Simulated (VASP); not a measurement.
# PbS in VASP: further runs

Runs on PbS. Level: r2SCAN. Tasks: single point.

Everything below comes from runs of VASP 6.6.1. Logs are shortened: lines on timing, memory, paths and dates and some standing lists are left out, and cuts for length are marked.

**1. The cell of the first run**

The structure is tetragonal, space group I4/mmm (No. 139). Conventional cell: a = 4.225 Å, b = 4.225 Å, c = 6.273 Å, α = 90.00°, β = 90.00°, γ = 90.00°. Within 3.9 Å of Pb (site symmetry 4/mmm) lie 6 S at 2.99 to 3.14 Å. S (site symmetry 4/mmm) has 6 Pb at 2.99 to 3.14 Å within 3.9 Å.

**2. Single point, r2SCAN (uniaxial x strain +5.0%)**

POSCAR

```
PbS
1.0
    0.0000000000      2.9872326717      2.9872326717
    3.1365943053      0.0000000000      2.9872326717
    3.1365943053      2.9872326717      0.0000000000
Pb S
1 1
Direct
    0.0000000000      0.0000000000      0.0000000000
    0.5000000000      0.5000000000      0.5000000000
```

INCAR.step1

```
  PREC = Accurate
  ENCUT = 520
  ISMEAR = 0
  SIGMA = 0.01
  LREAL = F
  LASPH = T
  NELM = 80
  NBANDS = 17
  GGA = PE
  ALGO = Normal
  EDIFF = 1E-4
  LWAVE = T
  LCHARG = F
```

INCAR.step2

```
  PREC = Accurate
  ENCUT = 520
  EDIFF = 1E-6
  ISMEAR = 0
  SIGMA = 0.01
  LREAL = F
  LASPH = T
  NELM = 80
  ALGO = Normal
  ISIF = 2
  LWAVE = F
  LCHARG = F
  METAGGA = R2SCAN
  LMIXTAU = T
  NBANDS = 17
  ISTART = 1
```

KPOINTS

```
regular mesh
0
Gamma
  8 8 8
```

Potentials or basis: VASP PAW PBE potentials, release 64 (Pb_d, S).

On the command line:

```console
$ cat potpaw_PBE.64/Pb_d/POTCAR potpaw_PBE.64/S/POTCAR > POTCAR
$ cp INCAR.step1 INCAR
$ mpirun -np 1 vasp_std > vasp.out
$ cp INCAR.step2 INCAR
$ mpirun -np 1 vasp_std > vasp.out
```

OUTCAR:

```text
PREC = Accurate
   ENCUT = 520
   EDIFF = 1E-6
   ISMEAR = 0
   LREAL = F
   LASPH = T
   NELM = 80
   ISIF = 2
   METAGGA = R2SCAN
   ISTART = 1

 ion  position               nearest neighbor table
   1  0.000  0.000  0.000-   2 2.99   2 2.99   2 2.99   2 2.99   2 3.14   2 3.14
   2  0.500  0.500  0.500-   1 2.99   1 2.99   1 2.99   1 2.99   1 3.14   1 3.14

  LATTYP: Found a body centered tetragonal cell.
 ALAT       =     4.2245849583
 C/A-ratio  =     1.4849242405

  Lattice vectors:

 A1 = (   3.1365943053,   0.0000000000,   2.9872326717)
 A2 = (   3.1365943053,   0.0000000000,  -2.9872326717)
 A3 = (  -3.1365943053,   2.9872326717,   0.0000000000)

Analysis of symmetry for initial positions (statically):
=====================================================================
 Subroutine PRICEL returns:
 Original cell was already a primitive cell.

 Routine SETGRP: Setting up the symmetry group for a
 body centered tetragonal supercell.

 Subroutine GETGRP returns: Found 16 space group operations
 (whereof 16 operations were pure point group operations)
 out of a pool of 16 trial point group operations.

The static configuration has the point symmetry D_4h.

Analysis of symmetry for dynamics (positions and initial velocities):
=====================================================================
 Subroutine PRICEL returns:
 Original cell was already a primitive cell.

 Routine SETGRP: Setting up the symmetry group for a
 body centered tetragonal supercell.

 Subroutine GETGRP returns: Found 16 space group operations
 (whereof 16 operations were pure point group operations)
 out of a pool of 16 trial point group operations.

The dynamic configuration has the point symmetry D_4h.

 Subroutine INISYM returns: Found 16 space group operations
 (whereof 16 operations are pure point group operations),
 and found     1 'primitive' translations

----------------------------------------------------------------------------------------

                                     Primitive cell

  volume of cell :      55.9792

  direct lattice vectors                    reciprocal lattice vectors
     0.000000000  2.987232672  2.987232672    -0.159408566  0.167378994  0.167378994
     3.136594305  0.000000000  2.987232672     0.159408566 -0.167378994  0.167378994
     3.136594305  2.987232672  0.000000000     0.159408566  0.167378994 -0.167378994

  length of vectors
     4.224584958  4.331487374  4.331487374     0.285381405  0.285381405  0.285381405

  position of ions in fractional coordinates (direct lattice)
     0.000000000  0.000000000  0.000000000
     0.500000000  0.500000000  0.500000000

  ion indices of the primitive-cell ions
   primitive index   ion index
                 1           1
                 2           2

----------------------------------------------------------------------------------------

 KPOINTS: regular mesh

Automatic generation of k-mesh.
 Grid dimensions read from file:
 generate k-points for:    8    8    8

 Generating k-lattice:

  Cartesian coordinates                     Fractional coordinates (reciprocal lattice)
    -0.019926071  0.020922374  0.020922374     0.125000000 -0.000000000 -0.000000000
     0.019926071 -0.020922374  0.020922374     0.000000000  0.125000000  0.000000000
     0.019926071  0.020922374 -0.020922374     0.000000000  0.000000000  0.125000000

  Length of vectors
     0.035672676  0.035672676  0.035672676

  Shift w.r.t. Gamma in fractional coordinates (k-lattice)
     0.000000000  0.000000000  0.000000000

 Subroutine IBZKPT returns following result:
 ===========================================

 Found     59 irreducible k-points:

 Following reciprocal coordinates:
            Coordinates               Weight
  0.000000  0.000000  0.000000      1.000000
  0.125000 -0.000000 -0.000000      8.000000
  0.250000 -0.000000 -0.000000      8.000000
  0.375000 -0.000000 -0.000000      8.000000
  0.500000 -0.000000 -0.000000      4.000000
  0.125000  0.125000  0.000000      4.000000
[... 16 lines left out ...]
  0.250000  0.125000  0.125000      4.000000
  0.375000  0.125000  0.125000      8.000000
 [... further k-points ...]
   k-points           NKPTS =     59   k-points in BZ     NKDIM =     59   number of bands    NBANDS=     17
   number of dos      NEDOS =    301   number of ions     NIONS =      2
   total plane-waves  NPLWV =  32768
   dimension x,y,z NGX =    32 NGY =   32 NGZ =   32
   dimension x,y,z NGXF=    64 NGYF=   64 NGZF=   64
   ions per type =               1   1
   NGX,Y,Z   is equivalent  to a cutoff of  12.59, 12.28, 12.28 a.u.
   NGXF,Y,Z  is equivalent  to a cutoff of  25.19, 24.56, 24.56 a.u.
 SYSTEM =  unknown system
   PREC   = accura    normal or accurate (medium, high low for compatibility)
   ISTART =      1    job   : 0-new  1-cont  2-samecut
   ICHARG =      0    charge: 1-file 2-atom 10-const
   ISPIN  =      1    spin polarized calculation?
   LNONCOLLINEAR =      F non collinear calculations
   LSORBIT =      F    spin-orbit coupling
   LASPH  =      T    aspherical Exc in radial PAW
   ENCUT  =  520.0 eV  38.22 Ry    6.18 a.u.   7.85  8.05  8.05*2*pi/ulx,y,z
   NELM   =     80;   NELMIN=  2; NELMDL=  0     # of ELM steps
   EDIFF  = 0.1E-05   stopping-criterion for ELM
   LREAL  =      F    real-space projection
   EDIFFG = 0.1E-04   stopping-criterion for IOM
   NSW    =      0    number of steps for IOM
   IBRION =     -1    ionic relax: 0-MD 1-quasi-New 2-CG
   NFREE  =      0    steps in history (QN), initial steepest desc. (CG)
   ISIF   =      2    stress and relaxation
   ISYM   =      2    0-nonsym 1-usesym 2-fastsym
   POTIM  = 0.5000    time-step for ionic-motion
   TEBEG  =    0.0;   TEEND  =   0.0 temperature during run
   PSTRESS=    0.0 pullay stress
   NELECT =      20.0000    total number of electrons
   NUPDOWN=      -1.0000    fix difference up-down
   EMIN   =  10.00;   EMAX   =-10.00  energy-range for DOS
   EFERMI =   0.00;   METHOD = LEGACY
   ISMEAR =     0;   SIGMA  =   0.01  broadening in eV -4-tet -1-fermi 0-gaus
   EFERMI_NEDOS =   21; number of points for ismear=-14 and -15
   IALGO  =     38    algorithm
   IMIX   =      4    mixing-type and parameters
     AMIX     =   0.40;   BMIX     =  1.00
     AMIX_MAG =   1.60;   BMIX_MAG =  1.00
  volume/ion in A,a.u.               =      27.99       188.88
  Fermi-wavevector in a.u.,A,eV,Ry     =   1.161652  2.195204 18.360180  1.349435
  Thomas-Fermi vector in A             =   2.298222
   LORBIT       =      0    0 simple, 1 ext, 2 COOP (PROOUT), +10 PAW based schemes
   METAGGA = R2SCAN    functional components
   LHFCALC =     F    Hartree Fock is set to
   AEXX    =    0.0000 exact exchange contribution
   IVDW    =     0    specifies the selected vdW correction
   LEPSILON=     F    determine dielectric tensor
   LRPA    =     F    only Hartree local field effects (RPA)
 non-spin polarized calculation
 Gauss-broadening in eV      SIGMA  =   0.01
  energy-cutoff  :      520.00
  volume of cell :       55.98
 maximum number of plane-waves:      1522
   NGX = 15   NGY = 17   NGZ = 17

 number of electron      20.0000003 magnetization

 Free energy of the ion-electron system (eV)
  ---------------------------------------------------
  ext. energy  EPLUGINS =         0.00000000
  ---------------------------------------------------
  free energy    TOTEN  =       -65.56632204 eV

  energy without entropy =      -65.56632204  energy(sigma->0) =      -65.56632204

 E-fermi :   4.8177     XC(G=0):  -9.8991

 val. band max:        4.7681045996   @ k =   0.5000  -0.0000  -0.0000
 cond. band min:       5.5778752684   @ k =   0.5000  -0.0000  -0.0000
 fundamental gap:      0.8097706688
 Fermi energy:         4.8176768924

 k-point     1 :       0.0000    0.0000    0.0000
  band No.  band energies     occupation
      1     -12.5596      2.00000
      2     -12.5596      2.00000
      3     -12.5591      2.00000
      4     -12.5416      2.00000
      5     -12.5169      2.00000
      6      -8.7968      2.00000
[... 9 lines left out ...]
     16      12.2125      0.00000
     17      13.4056      0.00000

 k-point     2 :       0.1250   -0.0000   -0.0000
  band No.  band energies     occupation
      1     -12.5613      2.00000
      2     -12.5576      2.00000
      3     -12.5567      2.00000
      4     -12.5376      2.00000
      5     -12.5197      2.00000
      6      -8.6761      2.00000
[... 9 lines left out ...]
     16      12.5398      0.00000
     17      14.3666      0.00000

 k-point     3 :       0.2500   -0.0000   -0.0000
  band No.  band energies     occupation
      1     -12.5672      2.00000
      2     -12.5551      2.00000
      3     -12.5523      2.00000
      4     -12.5251      2.00000
      5     -12.5236      2.00000
      6      -8.3452      2.00000
[... 9 lines left out ...]
     16      13.3377      0.00000
     17      16.2360      0.00000

 k-point     4 :       0.3750   -0.0000   -0.0000
  band No.  band energies     occupation
      1     -12.5735      2.00000
      2     -12.5541      2.00000
      3     -12.5536      2.00000
      4     -12.5212      2.00000
      5     -12.5113      2.00000
      6      -7.9285      2.00000
[... 9 lines left out ...]
     16      14.6269      0.00000
     17      16.7843      0.00000
[... 343 lines left out ...]
      1     -12.5696      2.00000
      2     -12.5538      2.00000
      3     -12.5538      2.00000
      4     -12.5440      2.00000
      5     -12.5146      2.00000
      6      -8.6489      2.00000
[... 9 lines left out ...]
     16      13.1663      0.00000
     17      14.9353      0.00000

 k-point    23 :       0.2500    0.1250    0.1250
  band No.  band energies     occupation
      1     -12.5605      2.00000
      2     -12.5591      2.00000
      3     -12.5529      2.00000
      4     -12.5287      2.00000
      5     -12.5243      2.00000
      6      -8.4710      2.00000
[... 9 lines left out ...]
     16      13.4421      0.00000
     17      13.9615      0.00000

 k-point    24 :       0.3750    0.1250    0.1250
  band No.  band energies     occupation
      1     -12.5676      2.00000
      2     -12.5575      2.00000
      3     -12.5486      2.00000
      4     -12.5324      2.00000
      5     -12.5119      2.00000
      6      -8.0951      2.00000
[... 9 lines left out ...]
     16      14.8993      0.00000
     17      15.2707      0.00000

 [... further k-points ...]

------------------------ aborting loop because EDIFF is reached ----------------------------------------

  FORCE on cell =-STRESS in cart. coord.  units (eV):
  Direction    XX          YY          ZZ          XY          YZ          ZX
  --------------------------------------------------------------------------------------
  -------------------------------------------------------------------------------------
  Total       -1.7614813     -0.3029002     -0.3029002      0.0000000      0.0000000     -0.0000000
  in kB      -50.4152788     -8.6692938     -8.6692938      0.0000000      0.0000000     -0.0000000
  external PRESSURE =     -22.5846221 kB  Pullay stress =       0.0000000 kB

 VOLUME and BASIS-vectors are now :
 -----------------------------------------------------------------------------
  energy-cutoff  :      520.00
  volume of cell :       55.98
      direct lattice vectors                 reciprocal lattice vectors
     0.000000000  2.987232672  2.987232672    -0.159408566  0.167378994  0.167378994
     3.136594305  0.000000000  2.987232672     0.159408566 -0.167378994  0.167378994
     3.136594305  2.987232672  0.000000000     0.159408566  0.167378994 -0.167378994

 POSITION                                       TOTAL-FORCE (eV/Angst)
 -----------------------------------------------------------------------------------
      0.00000      0.00000      0.00000         0.000000      0.000000      0.000000
      3.13659      2.98723      2.98723        -0.000000      0.000000      0.000000
 -----------------------------------------------------------------------------------
    total drift:                                0.000000     -0.000000     -0.000000

  FREE ENERGIE OF THE ION-ELECTRON SYSTEM (eV)
  ---------------------------------------------------
  free  energy   TOTEN  =       -65.5663220448 eV

  energy  without entropy=      -65.5663220448  energy(sigma->0) =      -65.56632204
```

Run time: 2.1 min. Hardware: 1 thread of Intel Xeon Platinum 8259CL at 2.50GHz (Skylake/Cascade Lake), shared host; peak memory 0.22 GiB.

Results:

| Quantity | Value |
| --- | --- |
| Free energy | -65.5663 eV |
| Pressure | -2.3 GPa |
| Band gap on the k mesh | 0.81 eV, direct |

Caveat: the cell differs from its parent crystal (uniaxial x strain +5.0%); the PAW data sets were made with another functional, which shifts forces and pressure a little; spin-orbit coupling is left out, which moves the levels of the heavy elements. A k mesh can miss the band edges.

**3. Single point, r2SCAN (strain along [111] +0.5%)**

POSCAR

```
PbS
1.0
    0.0099574422      2.9971901139      2.9971901139
    2.9971901139      0.0099574422      2.9971901139
    2.9971901139      2.9971901139      0.0099574422
Pb S
1 1
Direct
    0.0000000000      0.0000000000      0.0000000000
    0.5000000000      0.5000000000      0.5000000000
```

INCAR.step1

```
SYSTEM = PbS
ALGO = Normal ; EDIFF = 1E-4
ENCUT = 520 ; GGA = PE
ISMEAR = 0 ; LASPH = .TRUE.
LCHARG = .FALSE. ; LREAL = .FALSE.
LWAVE = .TRUE. ; NBANDS = 17
NELM = 100 ; PREC = Accurate
SIGMA = 0.01
```

INCAR.step2

```
SYSTEM = PbS
ALGO = Normal ; EDIFF = 1E-7
ENCUT = 520 ; ISIF = 2
ISMEAR = 0 ; ISTART = 1
LASPH = .TRUE. ; LCHARG = .FALSE.
LMIXTAU = .TRUE. ; LREAL = .FALSE.
LWAVE = .FALSE. ; METAGGA = R2SCAN
NBANDS = 17 ; NELM = 100
PREC = Accurate ; SIGMA = 0.01
```

KPOINTS

```
k-points
0
G
  8 8 8
  0 0 0
```

Potentials or basis: VASP PAW PBE potentials, release 64 (Pb_d, S).

On the command line:

```console
$ cat potpaw_PBE.64/Pb_d/POTCAR potpaw_PBE.64/S/POTCAR > POTCAR
$ cp INCAR.step1 INCAR
$ mpirun -np 1 vasp_std > vasp.out
$ cp INCAR.step2 INCAR
$ mpirun -np 1 vasp_std > vasp.out
```

It took 2.1 min on 1 thread of Intel Xeon Platinum 8259CL at 2.50GHz (Skylake/Cascade Lake), shared host; peak memory 0.22 GiB.

The run converged. Its results:

```yaml
Free_energy: -65.6119 eV
Pressure: -0.3 GPa
Band_gap_on_the_k_mesh: 0.69 eV, indirect (least direct gap 0.72 eV)
```

Stress tensor (GPa, compression positive):
```
-0.31 -0.07 -0.07
-0.07 -0.31 -0.07
-0.07 -0.07 -0.31
```

Levels at points of the mesh, in eV from the valence-band top:
| k point | band 8 | band 9 | band 10 | band 11 | band 12 | band 13 |
| --- | --- | --- | --- | --- | --- | --- |
| (0.00, 0.00, 0.00) | -2.21 | -2.18 | -2.18 | 5.48 | 5.48 | 5.49 |
| (0.50, 0.00, 0.00) | -1.82 | -1.80 | -0.03 | 0.69 | 2.23 | 2.25 |
| (0.50, 0.50, 0.00) | -5.15 | -3.44 | -3.41 | 4.27 | 5.91 | 5.99 |
| (0.50, 0.50, 0.50) | -1.79 | -1.79 | 0.00 | 0.73 | 2.28 | 2.28 |

Caveat: the cell differs from its parent crystal (strain along [111] +0.5%); the PAW data sets were made with another functional, which shifts forces and pressure a little; spin-orbit coupling is left out, which moves the levels of the heavy elements.
